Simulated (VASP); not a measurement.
# TiO2 (I4_1/amd) in VASP: further runs

Aim: see how the results for TiO2 move with the level of theory and the settings. Levels: RPBE, LDA+U, LDA, PBE exchange alone. Tasks: single point.

Program: VASP 6.6.1. These are calculated values, not measurements. Logs are shortened: lines on timing, memory, paths and dates and some standing lists are left out, and cuts for length are marked.

### Step 1. The cell of the first run

Symmetry: I4_1/amd, No. 141, tetragonal system. Conventional cell: a = 3.784 Å, b = 3.784 Å, c = 9.515 Å, α = 90.00°, β = 90.00°, γ = 90.00°. Ti (site symmetry -4m2) has 6 O at 1.93 to 1.98 Å within 2.6 Å. Within 2.6 Å of O (site symmetry 2mm) lie 3 Ti at 1.93 to 1.98 Å and 2 O at 2.47 Å.

### Step 2. Single point, RPBE

INCAR reads:

```
PREC = Accurate
ENCUT = 520
EDIFF = 1E-7
ISMEAR = -1
SIGMA = 0.05
LREAL = F
LASPH = T
NELM = 80
ALGO = Normal
ISIF = 2
LWAVE = F
LCHARG = F
GGA = RP
NBANDS = 33
```

KPOINTS reads:

```
regular mesh
0
Gamma
  10 10 10
```

POSCAR reads:

```
TiO2
1.0
   -1.8921000000      1.8921000000      4.7573000000
    1.8921000000     -1.8921000000      4.7573000000
    1.8921000000      1.8921000000     -4.7573000000
Ti O
2 4
Direct
    0.7500000000      0.2500000000      0.5000000000
    0.0000000000      0.0000000000      0.0000000000
    0.7919000000      0.7919000000      0.0000000000
    0.5419000000      0.0419000000      0.5000000000
    0.9581000000      0.4581000000      0.5000000000
    0.2081000000      0.2081000000      0.0000000000
```

Potentials or basis: VASP PAW PBE potentials, release 64 (Ti_sv, O).

Command:

```bash
$ cat potpaw_PBE.64/Ti_sv/POTCAR potpaw_PBE.64/O/POTCAR > POTCAR
$ mpirun -np 1 vasp_std > vasp.out
```

OUTCAR:

```text
PREC = Accurate
   ENCUT = 520
   EDIFF = 1E-7
   ISMEAR = -1
   LREAL = F
   LASPH = T
   NELM = 80
   ISIF = 2
   GGA = RP

 ion  position               nearest neighbor table
   1  0.750  0.250  0.500-   3 1.93   6 1.93   3 1.93   6 1.93   5 1.98   4 1.98
   2  0.000  0.000  0.000-   4 1.93   5 1.93   4 1.93   5 1.93   3 1.98   6 1.98
   3  0.792  0.792  0.000-   1 1.93   1 1.93   2 1.98
   4  0.542  0.042  0.500-   2 1.93   2 1.93   1 1.98
   5  0.958  0.458  0.500-   2 1.93   2 1.93   1 1.98
   6  0.208  0.208  0.000-   1 1.93   1 1.93   2 1.98

  LATTYP: Found a body centered tetragonal cell.
 ALAT       =     3.7842000000
 C/A-ratio  =     2.5142962846

  Lattice vectors:

 A1 = (  -1.8921000000,   1.8921000000,   4.7573000000)
 A2 = (   1.8921000000,  -1.8921000000,   4.7573000000)
 A3 = (   1.8921000000,   1.8921000000,  -4.7573000000)

Analysis of symmetry for initial positions (statically):
=====================================================================
 Subroutine PRICEL returns:
 Original cell was already a primitive cell.

 Routine SETGRP: Setting up the symmetry group for a
 body centered tetragonal supercell.

 Subroutine GETGRP returns: Found 16 space group operations
 (whereof  8 operations were pure point group operations)
 out of a pool of 16 trial point group operations.

The static configuration has the point symmetry D_2d.
 The point group associated with its full space group is D_4h.

Analysis of symmetry for dynamics (positions and initial velocities):
=====================================================================
 Subroutine PRICEL returns:
 Original cell was already a primitive cell.

 Routine SETGRP: Setting up the symmetry group for a
 body centered tetragonal supercell.

 Subroutine GETGRP returns: Found 16 space group operations
 (whereof  8 operations were pure point group operations)
 out of a pool of 16 trial point group operations.

The dynamic configuration has the point symmetry D_2d.
 The point group associated with its full space group is D_4h.

 Subroutine INISYM returns: Found 16 space group operations
 (whereof  8 operations are pure point group operations),
 and found     1 'primitive' translations

[... 101 lines left out ...]
   NELM   =     80;   NELMIN=  2; NELMDL= -5     # of ELM steps
   EDIFF  = 0.1E-06   stopping-criterion for ELM
   LREAL  =      F    real-space projection
   EDIFFG = 0.1E-05   stopping-criterion for IOM
   NSW    =      0    number of steps for IOM
   IBRION =     -1    ionic relax: 0-MD 1-quasi-New 2-CG
   NFREE  =      0    steps in history (QN), initial steepest desc. (CG)
   ISIF   =      2    stress and relaxation
   ISYM   =      2    0-nonsym 1-usesym 2-fastsym
   POTIM  = 0.5000    time-step for ionic-motion
   TEBEG  =    0.0;   TEEND  =   0.0 temperature during run
   PSTRESS=    0.0 pullay stress
   NELECT =      48.0000    total number of electrons
   NUPDOWN=      -1.0000    fix difference up-down
   EMIN   =  10.00;   EMAX   =-10.00  energy-range for DOS
   EFERMI =   0.00;   METHOD = LEGACY
   ISMEAR =    -1;   SIGMA  =   0.05  broadening in eV -4-tet -1-fermi 0-gaus
   EFERMI_NEDOS =   21; number of points for ismear=-14 and -15
   IALGO  =     38    algorithm
   IMIX   =      4    mixing-type and parameters
     AMIX     =   0.40;   BMIX     =  1.00
     AMIX_MAG =   1.60;   BMIX_MAG =  1.00
  volume/ion in A,a.u.               =      11.35        76.62
  Fermi-wavevector in a.u.,A,eV,Ry     =   1.456752  2.752862 28.873289  2.122127
  Thomas-Fermi vector in A             =   2.573634
   LORBIT       =      0    0 simple, 1 ext, 2 COOP (PROOUT), +10 PAW based schemes
   GGA     = RP    functional components
   LHFCALC =     F    Hartree Fock is set to
   AEXX    =    0.0000 exact exchange contribution
   IVDW    =     0    specifies the selected vdW correction
   LEPSILON=     F    determine dielectric tensor
   LRPA    =     F    only Hartree local field effects (RPA)
 non-spin polarized calculation
  energy-cutoff  :      520.00
  volume of cell :       68.13
 maximum number of plane-waves:      1850
 NGX is ok and might be reduce to    42
   NGX = 21   NGY = 21   NGZ = 21

 number of electron      47.9999989 magnetization

 Free energy of the ion-electron system (eV)
  ---------------------------------------------------
  ext. energy  EPLUGINS =         0.00000000
  ---------------------------------------------------
  free energy    TOTEN  =       -51.37009973 eV

  energy without entropy =      -51.37009973  energy(sigma->0) =      -51.37009973

 E-fermi :   4.6471     XC(G=0): -10.4299

 val. band max:        3.5446176119   @ k =  -0.4000   0.4000   0.0000
 cond. band min:       5.7029530889   @ k =   0.0000   0.0000   0.0000
 fundamental gap:      2.1583354770
 Fermi energy:         4.6470581320

 k-point     1 :       0.0000    0.0000    0.0000
  band No.  band energies     occupation
      1     -52.9855      2.00000
      2     -52.9259      2.00000
      3     -29.3747      2.00000
      4     -29.1376      2.00000
      5     -29.1376      2.00000
      6     -29.0664      2.00000
[... 853 lines left out ...]
     32      10.0930      0.00000
     33      10.9387      0.00000

 [... further k-points ...]

------------------------ aborting loop because EDIFF is reached ----------------------------------------

  FORCE on cell =-STRESS in cart. coord.  units (eV):
  Direction    XX          YY          ZZ          XY          YZ          ZX
  --------------------------------------------------------------------------------------
  -------------------------------------------------------------------------------------
  Total        4.2186206      4.2186206      4.8409410      0.0000000     -0.0000000      0.0000000
  in kB       99.2138616     99.2138616    113.8496416      0.0000000     -0.0000000      0.0000000
  external PRESSURE =     104.0924549 kB  Pullay stress =       0.0000000 kB

 VOLUME and BASIS-vectors are now :
 -----------------------------------------------------------------------------
  energy-cutoff  :      520.00
  volume of cell :       68.13
      direct lattice vectors                 reciprocal lattice vectors
    -1.892100000  1.892100000  4.757300000     0.000000000  0.264256646  0.105101633
     1.892100000 -1.892100000  4.757300000     0.264256646  0.000000000  0.105101633
     1.892100000  1.892100000 -4.757300000     0.264256646  0.264256646  0.000000000

 POSITION                                       TOTAL-FORCE (eV/Angst)
 -----------------------------------------------------------------------------------
      0.00000      1.89210      2.37865         0.000000      0.000000      0.000000
      0.00000      0.00000      0.00000         0.000000      0.000000      0.000000
      0.00000      0.00000      7.53461        -0.000000      0.000000     -0.190569
      0.00000      1.89210      0.39866         0.000000     -0.000000     -0.190569
      0.00000      1.89210      4.35864         0.000000     -0.000000      0.190569
      0.00000      0.00000      1.97999        -0.000000      0.000000      0.190569
 -----------------------------------------------------------------------------------
    total drift:                                0.000000      0.000000      0.000000

  FREE ENERGIE OF THE ION-ELECTRON SYSTEM (eV)
  ---------------------------------------------------
  free  energy   TOTEN  =       -51.3700997285 eV

  energy  without entropy=      -51.3700997285  energy(sigma->0) =      -51.37009973
```

Wall time 3.2 min (1 thread of Intel Xeon 6975P-C (Granite Rapids), shared host); peak memory 0.36 GiB.

What came out:

```
Free energy            : -51.3701 eV
Pressure               : 10.4 GPa
Largest force          : 0.191 eV/Å
Band gap on the k mesh : 2.16 eV (least direct gap 2.48 eV)
```

Forces on the atoms (eV/Å):
```
Ti   0.000  0.000  0.000
Ti   0.000  0.000  0.000
O    0.000  0.000 -0.191
O    0.000  0.000 -0.191
O    0.000  0.000  0.191
O    0.000  0.000  0.191
```

Levels at points of the mesh, in eV from the valence-band top:
```
           k point  band 20  band 21  band 22  band 23  band 24  band 25  band 26  band 27  band 28  band 29
(0.00, 0.00, 0.00)    -0.76    -0.74    -0.74    -0.46    -0.46     2.16     2.88     4.03     4.03     4.05
(0.50, 0.00, 0.00)    -1.94    -1.93    -0.92    -0.82    -0.63     3.28     3.59     3.59     3.69     4.31
(0.50, 0.50, 0.00)    -2.64    -2.03    -2.03    -0.03    -0.03     3.38     3.38     3.84     3.84     4.91
(0.50, 0.50, 0.50)    -1.32    -1.24    -1.24    -0.11    -0.11     2.51     2.51     3.80     3.80     4.29
```

Caveat: the cell stands under pressure; the PAW data sets were made with another functional, which shifts forces and pressure a little.

### Step 3. Single point, RPBE

This run uses another cell than the first one, of 11.94 Å³/atom.

INCAR reads:

```
PREC = Accurate
ENCUT = 520
EDIFF = 1E-6
ISMEAR = -1
SIGMA = 0.05
LREAL = F
LASPH = T
NELM = 60
ALGO = Normal
ISIF = 2
LWAVE = F
LCHARG = F
GGA = RP
NBANDS = 33
```

KPOINTS is that of step 2.

POSCAR reads:

```
TiO2
1.0
   -1.9117294560      1.9117294560      4.9020046092
    1.9117294560     -1.9117294560      4.9020046092
    1.9117294560      1.9117294560     -4.9020046092
Ti O
2 4
Direct
    0.7500000000      0.2500000000      0.5000000000
    0.0000000000      0.0000000000      0.0000000000
    0.7942913381      0.7942913381      0.0000000000
    0.5442913381      0.0442913381      0.5000000000
    0.9557086619      0.4557086619      0.5000000000
    0.2057086619      0.2057086619      0.0000000000
```

Potentials or basis: VASP PAW PBE potentials, release 64 (Ti_sv, O).

Command:

```bash
$ cat potpaw_PBE.64/Ti_sv/POTCAR potpaw_PBE.64/O/POTCAR > POTCAR
$ mpirun -np 1 vasp_std > vasp.out
```

Wall time 3 min (1 thread of Intel Xeon 6975P-C (Granite Rapids), shared host); peak memory 0.37 GiB.

It converged, with:

| Item | Value |
| --- | --- |
| Free energy | -51.4871 eV |
| Pressure | 0.5 GPa |
| Largest force | 0.017 eV/Å |
| Band gap on the k mesh | 2.13 eV (least direct gap 2.40 eV) |

Forces in eV/Å, atoms in the order of the input:
```
Ti   0.000  0.000  0.000
Ti   0.000  0.000  0.000
O    0.000  0.000 -0.017
O    0.000  0.000 -0.017
O    0.000  0.000  0.017
O    0.000  0.000  0.017
```

Stress tensor (GPa, compression positive):
```
0.50 0.00 0.00
0.00 0.50 0.00
0.00 0.00 0.61
```

Levels at points of the mesh, in eV from the valence-band top:
| k point | band 22 | band 23 | band 24 | band 25 | band 26 | band 27 |
| --- | --- | --- | --- | --- | --- | --- |
| (0.00, 0.00, 0.00) | -0.77 | -0.37 | -0.37 | 2.13 | 2.74 | 3.92 |
| (0.50, 0.00, 0.00) | -0.84 | -0.80 | -0.63 | 3.15 | 3.39 | 3.43 |
| (0.50, 0.50, 0.00) | -1.88 | -0.05 | -0.05 | 3.14 | 3.14 | 3.59 |
| (0.50, 0.50, 0.50) | -1.20 | -0.08 | -0.08 | 2.42 | 2.42 | 3.64 |

Caveat: the PAW data sets were made with another functional, which shifts forces and pressure a little. A k mesh can miss the band edges.

### Step 4. Single point, LDA+U

INCAR reads:

```
SYSTEM = TiO2
ALGO = Normal ; EDIFF = 1E-6
ENCUT = 600 ; GGA_COMPAT = .FALSE.
ISIF = 2 ; ISMEAR = -1
LASPH = .TRUE. ; LCHARG = .FALSE.
LDAU = .TRUE. ; LDAUJ = 0 0
LDAUL = 2 -1 ; LDAUPRINT = 1
LDAUTYPE = 2 ; LDAUU = 3 0
LMAXMIX = 4 ; LREAL = .FALSE.
LWAVE = .FALSE. ; NBANDS = 33
NELM = 200 ; PREC = Accurate
SIGMA = 0.05
```

KPOINTS reads:

```
k-points
0
G
  10 10 10
  0 0 0
```

POSCAR reads:

```
TiO2
1.0
   -1.8921000000      1.8921000000      4.7573000000
    1.8921000000     -1.8921000000      4.7573000000
    1.8921000000      1.8921000000     -4.7573000000
Ti O
2 4
Direct
    0.7500000000      0.2500000000      0.5000000000
    0.0000000000      0.0000000000      0.0000000000
    0.7919000000      0.7919000000      0.0000000000
    0.5419000000      0.0419000000      0.5000000000
    0.9581000000      0.4581000000      0.5000000000
    0.2081000000      0.2081000000      0.0000000000
```

Potentials or basis: VASP PAW LDA potentials, release 64 (Ti_sv, O).

Command:

```bash
$ cat potpaw_LDA.64/Ti_sv/POTCAR potpaw_LDA.64/O/POTCAR > POTCAR
$ mpirun -np 1 vasp_std > vasp.out
```

Run time: 16 min. Hardware: 1 thread of Intel Xeon 8259CL, shared host; peak memory 0.41 GiB.

Results (log left out):

| Item | Value |
| --- | --- |
| Free energy | -54.6184 eV |
| Pressure | -0.2 GPa |
| Largest force | 0.009 eV/Å |
| Band gap on the k mesh | 2.41 eV (least direct gap 2.77 eV) |

Forces in eV/Å, atoms in the order of the input:
```
Ti   0.000  0.000  0.000
Ti   0.000  0.000  0.000
O    0.000  0.000  0.009
O    0.000  0.000  0.009
O    0.000  0.000 -0.009
O    0.000  0.000 -0.009
```

Stress tensor (GPa, compression positive):
```
-0.06  0.00  0.00
 0.00 -0.06  0.00
 0.00  0.00 -0.44
```

Levels at points of the mesh, in eV from the valence-band top:
| k point | band 22 | band 23 | band 24 | band 25 | band 26 | band 27 |
| --- | --- | --- | --- | --- | --- | --- |
| (0.00, 0.00, 0.00) | -0.76 | -0.48 | -0.48 | 2.41 | 3.21 | 4.24 |
| (0.50, 0.00, 0.00) | -0.98 | -0.89 | -0.67 | 3.55 | 3.82 | 3.84 |
| (0.50, 0.50, 0.00) | -2.10 | -0.03 | -0.03 | 3.67 | 3.67 | 4.13 |
| (0.50, 0.50, 0.50) | -1.30 | -0.14 | -0.14 | 2.79 | 2.79 | 4.12 |

Eigenvalues of the final occupation matrices:
| site | spin | trace | eigenvalues |
| --- | --- | --- | --- |
| site 1 d | 1 | 0.85 | 0.11 0.11 0.11 0.26 0.26 |
| site 1 d | 2 | 0.85 | 0.11 0.11 0.11 0.26 0.26 |
| site 2 d | 1 | 0.85 | 0.11 0.11 0.11 0.26 0.26 |
| site 2 d | 2 | 0.85 | 0.11 0.11 0.11 0.26 0.26 |

A k mesh can miss the band edges.

### Step 5. Single point, LDA

This run uses another cell than the first one, of 11.02 Å³/atom.

INCAR reads:

```
SYSTEM = TiO2
PREC = Accurate ; ENCUT = 600
EDIFF = 1E-6 ; ISMEAR = -1
SIGMA = 0.05 ; LREAL = .FALSE.
LASPH = .TRUE. ; NELM = 120
ALGO = Normal ; ISIF = 2
LWAVE = .FALSE. ; LCHARG = .FALSE.
GGA = CA ; NBANDS = 33
GGA_COMPAT = .FALSE.
```

KPOINTS reads:

```
regular mesh
0
G
  10 10 10
  0 0 0
```

POSCAR reads:

```
TiO2
1.0
   -1.8696843242      1.8696843242      4.7276358914
    1.8696843242     -1.8696843242      4.7276358914
    1.8696843242      1.8696843242     -4.7276358914
Ti O
2 4
Direct
    0.7500000000      0.2500000000      0.5000000000
    0.0000000000      0.0000000000      0.0000000000
    0.7920168498      0.7920168498      0.0000000000
    0.5420168498      0.0420168498      0.5000000000
    0.9579831502      0.4579831502      0.5000000000
    0.2079831502      0.2079831502      0.0000000000
```

Command:

```bash
$ cat potpaw_LDA.64/Ti_sv/POTCAR potpaw_LDA.64/O/POTCAR > POTCAR
$ mpirun -np 1 vasp_std > vasp.out
```

It took 8.3 min on 1 thread of Intel Xeon Platinum 8259CL at 2.50GHz (Skylake/Cascade Lake), shared host; peak memory 0.39 GiB.

Results (log left out):

```
Free energy            : -58.8450 eV
Pressure               : 1.0 GPa
Largest force          : 0.033 eV/Å
Band gap on the k mesh : 2.08 eV (least direct gap 2.42 eV)
```

Forces on the atoms (eV/Å):
```
Ti   0.000  0.000  0.000
Ti   0.000  0.000  0.000
O    0.000  0.000 -0.033
O    0.000  0.000 -0.033
O    0.000  0.000  0.033
O    0.000  0.000  0.033
```

Levels at points of the mesh, in eV from the valence-band top:
```
           k point  band 22  band 23  band 24  band 25  band 26  band 27
(0.00, 0.00, 0.00)    -0.76    -0.50    -0.50     2.08     2.88     4.10
(0.50, 0.00, 0.00)    -1.03    -0.81    -0.65     3.29     3.64     3.65
(0.50, 0.50, 0.00)    -2.17    -0.03    -0.03     3.41     3.41     3.93
(0.50, 0.50, 0.50)    -1.28    -0.10    -0.10     2.46     2.46     3.87
```

### Step 6. Single point, PBE exchange alone

This run uses another cell than the first one, of 10.90 Å³/atom.

INCAR reads:

```
PREC = Accurate ; ENCUT = 520
EDIFF = 1E-6 ; ISMEAR = -1
SIGMA = 0.05 ; LREAL = F
LASPH = T ; NELM = 60
ALGO = Normal ; ISIF = 2
LWAVE = F ; LCHARG = F
GGA = PE ; ALDAC = 0.0
AGGAC = 0.0 ; NBANDS = 33
```

KPOINTS reads:

```
Automatic mesh
0
Gamma
  10 10 10
```

POSCAR reads:

```
TiO2
1.0
   -1.8665279463      1.8665279463      4.6930042805
    1.8665279463     -1.8665279463      4.6930042805
    1.8665279463      1.8665279463     -4.6930042805
Ti O
2 4
Direct
    0.7500000000      0.2500000000      0.5000000000
    0.0000000000      0.0000000000      0.0000000000
    0.7919000000      0.7919000000      0.0000000000
    0.5419000000      0.0419000000      0.5000000000
    0.9581000000      0.4581000000      0.5000000000
    0.2081000000      0.2081000000      0.0000000000
```

Potentials or basis: VASP PAW PBE potentials, release 64 (Ti_sv, O).

Command:

```bash
$ cat potpaw_PBE.64/Ti_sv/POTCAR potpaw_PBE.64/O/POTCAR > POTCAR
$ mpirun -np 1 vasp_std > vasp.out
```

It took 3.1 min on 1 thread of AMD EPYC 9R45 (Zen 5), shared host; peak memory 0.32 GiB.

It converged, with:

| Quantity | Value |
| --- | --- |
| Free energy | -46.4108 eV |
| Pressure | 34.9 GPa |
| Largest force | 0.745 eV/Å |
| Band gap on the k mesh | 2.26 eV (least direct gap 2.58 eV) |

Forces on the atoms (eV/Å):
```
Ti   0.000  0.000  0.000
Ti   0.000  0.000  0.000
O    0.000  0.000 -0.745
O    0.000  0.000 -0.745
O    0.000  0.000  0.745
O    0.000  0.000  0.745
```

Stress tensor (GPa, compression positive):
```
33.80  0.00  0.00
 0.00 33.80  0.00
 0.00  0.00 37.06
```

Levels at points of the mesh, in eV from the valence-band top:
```tsv
k point	band 21	band 22	band 23	band 24	band 25	band 26	band 27	band 28
(0.00, 0.00, 0.00)	-0.69	-0.69	-0.50	-0.50	2.26	3.04	4.24	4.24
(0.50, 0.00, 0.00)	-2.00	-1.01	-0.75	-0.62	3.44	3.78	3.79	3.90
(0.50, 0.50, 0.00)	-2.10	-2.10	-0.02	-0.02	3.56	3.56	4.06	4.06
(0.50, 0.50, 0.50)	-1.24	-1.24	-0.09	-0.09	2.63	2.63	4.01	4.01
```

Caveat: the cell stands under pressure. A k mesh can miss the band edges.

### Step 7. Overview

```tsv
level	potentials or basis	U	cell	cutoff (eV)	gap on the mesh (eV)	pressure (GPa)	largest force (eV/Å)
RPBE	VASP PAW PBE potentials, release 64 (Ti_sv, O)	-	a = 5.458 Å, angles 139.4, 139.4, 58.7°, 6 atoms, atomic positions A	520	2.16	10.4	0.19
RPBE	VASP PAW PBE potentials, release 64 (Ti_sv, O)	-	a = 5.598 Å, angles 140.1, 140.1, 57.8°, 6 atoms, atomic positions B	520	2.13	0.5	0.02
LDA+U	VASP PAW LDA potentials, release 64 (Ti_sv, O)	Ti d U = 3.0 eV	a = 5.458 Å, angles 139.4, 139.4, 58.7°, 6 atoms, atomic positions A	600	2.41	-0.2	0.01
LDA	VASP PAW LDA potentials, release 64 (Ti_sv, O)	-	a = 5.417 Å, angles 139.6, 139.6, 58.4°, 6 atoms, atomic positions A	600	2.08	1.0	0.03
PBE exchange alone	VASP PAW PBE potentials, release 64 (Ti_sv, O)	-	a = 5.384 Å, angles 139.4, 139.4, 58.7°, 6 atoms, atomic positions A	520	2.26	34.9	0.74
```

Alike in all rows: task single point; no spin polarisation; k mesh 10 × 10 × 10; smearing fermi-dirac 0.05 eV.

Caveats: the cell stands under pressure (at least some runs); the PAW data sets were made with another functional, which shifts forces and pressure a little (at least some runs).

Total energies depend on the potentials used, so only differences within one code and one set of settings carry meaning.
